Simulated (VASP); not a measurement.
# ZrAgPdCl2 in VASP: a series of runs

Runs on ZrAgPdCl2. Level: PBE+D3(BJ). Tasks: single point.

Everything below comes from runs of VASP 6.6.1. Logs are shortened: lines on timing, memory, paths and dates and some standing lists are left out, and cuts for length are marked.

**1. The cell of the first run**

The cell holds a sheet with vacuum, 5 atoms: a = 3.147 Å, b = 3.147 Å, c = 39.726 Å, α = 90.00°, β = 90.00°, γ = 120.00°.

**2. Single point, PBE+D3(BJ)**

The input, INCAR:

```
ALGO = Normal
DIPOL = 0.5 0.5 0.282
EDIFF = 1E-6
ENCUT = 400
GGA = PE
GGA_COMPAT = F
IDIPOL = 3
ISIF = 2
ISMEAR = 0
IVDW = 12
LASPH = T
LCHARG = F
LDIPOL = T
LREAL = F
LWAVE = F
NBANDS = 32
NELM = 120
NELMDL = -8
PREC = Accurate
SIGMA = 0.1
```

The input, KPOINTS:

```
k-points
0
Gamma
  12 12 1
```

The input, POSCAR:

```
ZrAgPdCl2
1.0
    3.1466424664     -0.0000000108      0.0000000000
   -1.5733212239      2.7250723179      0.0000000000
    0.0000000000      0.0000000000     39.7261300000
Zr Ag Pd Cl
1 1 1 2
Direct
    0.6666666667      0.3333333333      0.3356556800
    0.0000000000      0.0000000000      0.1764597298
    0.6666666667      0.3333333333      0.2282964447
    0.0000000000      0.0000000000      0.2887365130
    0.3333333333      0.6666666667      0.3822617266
```

Potentials or basis: VASP PAW PBE potentials, release 64 (Zr_sv, Ag, Pd, Cl).

Run with:

```
> cat potpaw_PBE.64/Zr_sv/POTCAR potpaw_PBE.64/Ag/POTCAR potpaw_PBE.64/Pd/POTCAR potpaw_PBE.64/Cl/POTCAR > POTCAR
> mpirun -np 1 vasp_std > vasp.out
```

OUTCAR:

```text
EDIFF = 1E-6
   ENCUT = 400
   GGA = PE
   ISIF = 2
   ISMEAR = 0
   IVDW = 12
   LASPH = T
   LREAL = F
   NELM = 120
   NELMDL = -8
   PREC = Accurate
 IVDW          = 12

 ion  position               nearest neighbor table
   1  0.667  0.333  0.336-   5 2.59   5 2.59   5 2.59   4 2.60   4 2.60   4 2.60
   2  0.000  0.000  0.176-   3 2.75   3 2.75   3 2.75
   3  0.667  0.333  0.228-   2 2.75   2 2.75   2 2.75   4 3.01   4 3.01   4 3.01
   4  0.000  0.000  0.289-   1 2.60   1 2.60   1 2.60   3 3.01   3 3.01   3 3.01
   5  0.333  0.667  0.382-   1 2.59   1 2.59   1 2.59

  LATTYP: Found a hexagonal cell.
 ALAT       =     3.1466424664
 C/A-ratio  =    12.6249265445

  Lattice vectors:

 A1 = (   3.1466424664,  -0.0000000108,   0.0000000000)
 A2 = (  -1.5733212239,   2.7250723179,   0.0000000000)
 A3 = (   0.0000000000,   0.0000000000,  39.7261300000)

Analysis of symmetry for initial positions (statically):
=====================================================================
 Subroutine PRICEL returns:
 Original cell was already a primitive cell.

 Routine SETGRP: Setting up the symmetry group for a
 hexagonal supercell.

 Subroutine GETGRP returns: Found  6 space group operations
 (whereof  6 operations were pure point group operations)
 out of a pool of 24 trial point group operations.

The static configuration has the point symmetry C_3v.

Analysis of symmetry for dynamics (positions and initial velocities):
=====================================================================
 Subroutine PRICEL returns:
 Original cell was already a primitive cell.

 Routine SETGRP: Setting up the symmetry group for a
 hexagonal supercell.

 Subroutine GETGRP returns: Found  6 space group operations
 (whereof  6 operations were pure point group operations)
 out of a pool of 24 trial point group operations.

The dynamic configuration has the point symmetry C_3v.

 Subroutine INISYM returns: Found  6 space group operations
 (whereof  6 operations are pure point group operations),
 and found     1 'primitive' translations

----------------------------------------------------------------------------------------

                                     Primitive cell

  volume of cell :     340.6447

  direct lattice vectors                    reciprocal lattice vectors
     3.146642466 -0.000000011  0.000000000     0.317799055  0.183481368  0.000000000
    -1.573321224  2.725072318  0.000000000     0.000000001  0.366962739  0.000000000
     0.000000000  0.000000000 39.726130000     0.000000000  0.000000000  0.025172349

  length of vectors
     3.146642466  3.146642466 39.726130000     0.366962739  0.366962739  0.025172349

  position of ions in fractional coordinates (direct lattice)
     0.666666667  0.333333333  0.335655680
     0.000000000  0.000000000  0.176459730
     0.666666667  0.333333333  0.228296445
     0.000000000  0.000000000  0.288736513
     0.333333333  0.666666667  0.382261727

  ion indices of the primitive-cell ions
   primitive index   ion index
                 1           1
                 2           2
                 3           3
                 4           4
                 5           5

----------------------------------------------------------------------------------------

 KPOINTS: k-points

Automatic generation of k-mesh.
 Grid dimensions read from file:
 generate k-points for:   12   12    1

 Generating k-lattice:

  Cartesian coordinates                     Fractional coordinates (reciprocal lattice)
     0.026483255  0.015290114  0.000000000     0.083333333 -0.000000000  0.000000000
     0.000000000  0.030580228  0.000000000     0.000000000  0.083333333  0.000000000
     0.000000000  0.000000000  0.025172349     0.000000000  0.000000000  1.000000000

  Length of vectors
     0.030580228  0.030580228  0.025172349

  Shift w.r.t. Gamma in fractional coordinates (k-lattice)
     0.000000000  0.000000000  0.000000000

 Subroutine IBZKPT returns following result:
 ===========================================

 Found     19 irreducible k-points:

 Following reciprocal coordinates:
            Coordinates               Weight
  0.000000  0.000000  0.000000      1.000000
  0.083333 -0.000000  0.000000      6.000000
  0.166667 -0.000000  0.000000      6.000000
  0.250000 -0.000000  0.000000      6.000000
  0.333333 -0.000000  0.000000      6.000000
  0.416667 -0.000000  0.000000      6.000000
[... 11 lines left out ...]
  0.333333  0.250000  0.000000     12.000000
  0.333333  0.333333  0.000000      2.000000
   k-points           NKPTS =     19   k-points in BZ     NKDIM =     19   number of bands    NBANDS=     32
   number of dos      NEDOS =    301   number of ions     NIONS =      5
   total plane-waves  NPLWV = 155520
   dimension x,y,z NGX =    24 NGY =   24 NGZ =  270
   dimension x,y,z NGXF=    48 NGYF=   48 NGZF=  540
   ions per type =               1   1   1   2
   NGX,Y,Z   is equivalent  to a cutoff of  12.68, 12.68, 11.30 a.u.
   NGXF,Y,Z  is equivalent  to a cutoff of  25.36, 25.36, 22.60 a.u.
 SYSTEM =  unknown system
   PREC   = accura    normal or accurate (medium, high low for compatibility)
   ISTART =      0    job   : 0-new  1-cont  2-samecut
   ICHARG =      2    charge: 1-file 2-atom 10-const
   ISPIN  =      1    spin polarized calculation?
   LNONCOLLINEAR =      F non collinear calculations
   LSORBIT =      F    spin-orbit coupling
   LASPH  =      T    aspherical Exc in radial PAW
   ENCUT  =  400.0 eV  29.40 Ry    5.42 a.u.   5.13  5.13 64.78*2*pi/ulx,y,z
   NELM   =    120;   NELMIN=  2; NELMDL= -8     # of ELM steps
   EDIFF  = 0.1E-05   stopping-criterion for ELM
   LREAL  =      F    real-space projection
   EDIFFG = 0.1E-04   stopping-criterion for IOM
   NSW    =      0    number of steps for IOM
   IBRION =     -1    ionic relax: 0-MD 1-quasi-New 2-CG
   NFREE  =      0    steps in history (QN), initial steepest desc. (CG)
   ISIF   =      2    stress and relaxation
   ISYM   =      2    0-nonsym 1-usesym 2-fastsym
   POTIM  = 0.5000    time-step for ionic-motion
   TEBEG  =    0.0;   TEEND  =   0.0 temperature during run
   PSTRESS=    0.0 pullay stress
   NELECT =      47.0000    total number of electrons
   NUPDOWN=      -1.0000    fix difference up-down
   EMIN   =  10.00;   EMAX   =-10.00  energy-range for DOS
   EFERMI =   0.00;   METHOD = LEGACY
   ISMEAR =     0;   SIGMA  =   0.10  broadening in eV -4-tet -1-fermi 0-gaus
   EFERMI_NEDOS =   21; number of points for ismear=-14 and -15
   IALGO  =     38    algorithm
   IMIX   =      4    mixing-type and parameters
     AMIX     =   0.40;   BMIX     =  1.00
     AMIX_MAG =   1.60;   BMIX_MAG =  1.00
  volume/ion in A,a.u.               =      68.13       459.76
  Fermi-wavevector in a.u.,A,eV,Ry     =   0.845941  1.598597  9.736556  0.715617
  Thomas-Fermi vector in A             =   1.961210
   LORBIT       =      0    0 simple, 1 ext, 2 COOP (PROOUT), +10 PAW based schemes
   GGA     = PE    functional components
   LHFCALC =     F    Hartree Fock is set to
   AEXX    =    0.0000 exact exchange contribution
   IVDW    =    12    specifies the selected vdW correction
   LEPSILON=     F    determine dielectric tensor
   LRPA    =     F    only Hartree local field effects (RPA)
 non-spin polarized calculation
 Gauss-broadening in eV      SIGMA  =   0.10
  energy-cutoff  :      400.00
  volume of cell :      340.64
 maximum number of plane-waves:      6227
 NGX is ok and might be reduce to    24
   NGX = 11   NGY = 11   NGZ =129

 dipolmoment           0.000000      0.000000     -0.008510 electrons x Angstroem

 number of electron      46.9999993 magnetization

 dipolmoment           0.000000      0.000000      0.020403 electrons x Angstroem

 Free energy of the ion-electron system (eV)
  ---------------------------------------------------
  ext. energy  EPLUGINS =         0.00000000
  ---------------------------------------------------
  free energy    TOTEN  =       -23.24403234 eV

  energy without entropy =      -23.22969731  energy(sigma->0) =      -23.23686482

 E-fermi :  -1.0076     XC(G=0):  -3.3649

 val. band max:       -1.0891419395   @ k =   0.3333   0.2500   0.0000
 cond. band min:      -0.9659320234   @ k =   0.2500   0.1667   0.0000
 fundamental gap:      0.1232099161
 Fermi energy:        -1.0075925545

 k-point     1 :       0.0000    0.0000    0.0000
  band No.  band energies     occupation
      1     -50.3210      2.00000
      2     -28.6416      2.00000
      3     -27.9312      2.00000
      4     -27.9312      2.00000
      5     -18.9010      2.00000
      6     -18.2154      2.00000
[... 24 lines left out ...]
     31       2.8474      0.00000
     32       3.0431      0.00000

 k-point     2 :       0.0833   -0.0000    0.0000
  band No.  band energies     occupation
      1     -50.3128      2.00000
      2     -28.6247      2.00000
      3     -28.0014      2.00000
      4     -27.9459      2.00000
      5     -18.8254      2.00000
      6     -18.1784      2.00000
[... 24 lines left out ...]
     31       3.0495      0.00000
     32       3.2149      0.00000

 k-point     3 :       0.1667   -0.0000    0.0000
  band No.  band energies     occupation
      1     -50.2904      2.00000
      2     -28.5782      2.00000
      3     -28.1888      2.00000
      4     -27.9857      2.00000
      5     -18.6187      2.00000
      6     -18.0698      2.00000
[... 24 lines left out ...]
     31       3.5392      0.00000
     32       3.6759      0.00000

 k-point     4 :       0.2500   -0.0000    0.0000
  band No.  band energies     occupation
      1     -50.2595      2.00000
      2     -28.5161      2.00000
      3     -28.4335      2.00000
      4     -28.0396      2.00000
      5     -18.3418      2.00000
      6     -17.8940      2.00000
[... 479 lines left out ...]
     31       5.3381      0.00000
     32       5.5276      0.00000

 k-point    18 :       0.3333    0.2500    0.0000
  band No.  band energies     occupation
      1     -50.1856      2.00000
      2     -28.7286      2.00000
      3     -28.4476      2.00000
      4     -28.3582      2.00000
      5     -17.7030      2.00000
      6     -17.3123      2.00000
[... 24 lines left out ...]
     31       4.8083      0.00000
     32       5.2634      0.00000

 k-point    19 :       0.3333    0.3333    0.0000
  band No.  band energies     occupation
      1     -50.1813      2.00000
      2     -28.6088      2.00000
      3     -28.6087      2.00000
      4     -28.3501      2.00000
      5     -17.6536      2.00000
      6     -17.2857      2.00000
[... 24 lines left out ...]
     31       4.4691      0.00000
     32       5.4518      0.00000

------------------------ aborting loop because EDIFF is reached ----------------------------------------

 vacuum level on the upper side and lower side of the slab       (xc-potential included)         0.106        -0.294

 Edisp (eV)   -1.75490

 E8    (eV) :    -0.7763

  FORCE on cell =-STRESS in cart. coord.  units (eV):
  Direction    XX          YY          ZZ          XY          YZ          ZX
  --------------------------------------------------------------------------------------
  -------------------------------------------------------------------------------------
  Total      -0.10850    -0.10850    -0.01146     0.00000     0.00000    -0.00000
  in kB      -0.51034    -0.51034    -0.05390     0.00000     0.00000    -0.00000
  external pressure =       -0.36 kB  Pullay stress =        0.00 kB

 VOLUME and BASIS-vectors are now :
 -----------------------------------------------------------------------------
  energy-cutoff  :      400.00
  volume of cell :      340.64
      direct lattice vectors                 reciprocal lattice vectors
     3.146642466 -0.000000011  0.000000000     0.317799055  0.183481368  0.000000000
    -1.573321224  2.725072318  0.000000000     0.000000001  0.366962739  0.000000000
     0.000000000  0.000000000 39.726130000     0.000000000  0.000000000  0.025172349

 POSITION                                       TOTAL-FORCE (eV/Angst)
 -----------------------------------------------------------------------------------
      1.57332      0.90836     13.33430         0.000000     -0.000000      0.089923
      0.00000      0.00000      7.01006         0.000000      0.000000     -0.000540
      1.57332      0.90836      9.06933         0.000000      0.000000     -0.006574
      0.00000      0.00000     11.47038         0.000000      0.000000     -0.074393
      0.00000      1.81671     15.18578        -0.000000      0.000000     -0.008416
 -----------------------------------------------------------------------------------
    total drift:                               -0.000000      0.000000     -0.000890

  FREE ENERGIE OF THE ION-ELECTRON SYSTEM (eV)
  ---------------------------------------------------
  free  energy   TOTEN  =       -24.9989371895 eV

  energy  without entropy=      -24.9846021600  energy(sigma->0) =      -24.99176967

 vacuum level on the upper side and lower side of the slab         3.410         3.010
```

It took 4.7 min on 1 thread of Intel Xeon Platinum 8488C (Sapphire Rapids), shared host; peak memory 0.51 GiB.

Results:

| Quantity | Value |
| --- | --- |
| Free energy | -24.9989 eV |
| Largest force | 0.090 eV/Å |
| Band gap on the k mesh | zero (an odd number of electrons rules out a gap without spin polarisation) |
| Dispersion energy per atom | -0.351 eV |

Forces on the atoms (eV/Å):
```
Zr   0.000  0.000  0.090
Ag   0.000  0.000 -0.001
Pd   0.000  0.000 -0.007
Cl   0.000  0.000 -0.074
Cl   0.000  0.000 -0.008
```

Caveat: an odd number of electrons without spin polarisation forces a metal; a magnetic or distorted state may lie lower.

**3. Single point, PBE+D3(BJ), collinear spin**

The input, INCAR:

```
PREC = Accurate
ENCUT = 400
EDIFF = 1E-6
ISMEAR = 0
SIGMA = 0.1
LREAL = False
LASPH = True
NELM = 200
ALGO = Normal
ISIF = 2
LWAVE = False
LCHARG = False
ISPIN = 2
MAGMOM = 0 1 1 0 0
LORBIT = 11
LMAXMIX = 4
LDIPOL = True
IDIPOL = 3
DIPOL = 0.5 0.5 0.282
GGA = PE
IVDW = 12
NBANDS = 36
GGA_COMPAT = False
NELMDL = -8
```

The input, KPOINTS:

```
Automatic mesh
0
Gamma
  6 6 1
```

POSCAR is that of step 2.

Potentials or basis: VASP PAW PBE potentials, release 64 (Zr_sv, Ag, Pd, Cl).

Run with:

```
> cat potpaw_PBE.64/Zr_sv/POTCAR potpaw_PBE.64/Ag/POTCAR potpaw_PBE.64/Pd/POTCAR potpaw_PBE.64/Cl/POTCAR > POTCAR
> mpirun -np 1 vasp_std > vasp.out
```

Run time: 6.8 min. Hardware: 1 thread of Intel Xeon Platinum 8488C (Sapphire Rapids), shared host; peak memory 0.59 GiB.

The run converged. Its results:

```yaml
Free_energy: -25.0576 eV
Largest_force: 0.014 eV/Å
Net_moment: 0.00 μB per cell
Valence_electrons_inside_the_program's_atomic_spheres: Zr 9.91; Ag 9.78; Pd 9.17; Cl 5.12, 5.15
Dispersion_energy_per_atom: -0.351 eV
```

Forces in eV/Å, atoms in the order of the input:
```
Zr   0.000  0.000  0.005
Ag   0.000  0.000  0.005
Pd   0.000  0.000 -0.012
Cl   0.000  0.000 -0.012
Cl   0.000  0.000  0.014
```

Levels at points of the mesh, in eV from the Fermi level:
Spin up:
```csv
k point,band 22,band 23,band 24,band 25,band 26,band 27
"(0.00, 0.00, 0.00)",-1.23,-0.47,-0.47,0.30,1.13,1.13
"(0.50, 0.00, 0.00)",-0.62,0.00,1.79,2.45,2.96,3.51
```
Spin down:
```csv
k point,band 22,band 23,band 24,band 25,band 26,band 27
"(0.00, 0.00, 0.00)",-1.23,-0.47,-0.47,0.30,1.13,1.13
"(0.50, 0.00, 0.00)",-0.62,0.00,1.79,2.45,2.96,3.51
```

Caveat: the k points lie up to 0.38 Å⁻¹ apart.
